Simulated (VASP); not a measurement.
**TcB: single point with LDA**

Crystal: TcB.

```
CELL_PARAMETERS angstrom
2.83704 0.00000 0.00000
-1.41852 2.45695 0.00000
0.00000 0.00000 2.90122
ATOMIC_POSITIONS crystal
Tc 0.00000 0.00000 0.00000
B 0.33333 0.66667 0.50000
```

```
Program                : VASP 6.6.1
Task                   : single point
Functional             : LDA
Potentials or basis    : VASP PAW LDA potentials, release 64 (Tc_pv, B)
Cutoff                 : 500 eV
k mesh                 : 5 × 5 × 5
Occupations            : fermi-dirac, width 0.01 eV
Spin                   : no spin polarisation
Dipole correction      : no
Further INCAR settings : ALGO = Normal; EDIFF = 1e-06; NBANDS = 15
```

```yaml
Pressure: 0.1 GPa
Band_gap_on_the_k_mesh: zero (band 8 reaches 12.40 eV, above the bottom of band 9 at 10.18 eV)
```

Stress tensor (GPa, compression positive):
```
-2.19  0.00  0.00
 0.00 -2.19  0.00
 0.00  0.00  4.81
```

Levels at points of the mesh, in eV from the Fermi level:
```csv
k point,band 5,band 6,band 7,band 8,band 9,band 10,band 11,band 12
"(0.00, 0.00, 0.00)",-4.16,-2.51,-2.51,1.41,1.41,2.50,7.84,7.84
```

It took 3.1 s on 1 thread of Intel(R) Xeon(R) Platinum 8488C (Sapphire Rapids) (shared host), peak memory 0.12 GiB.

Caveat: the k points lie up to 0.51 Å⁻¹ apart.
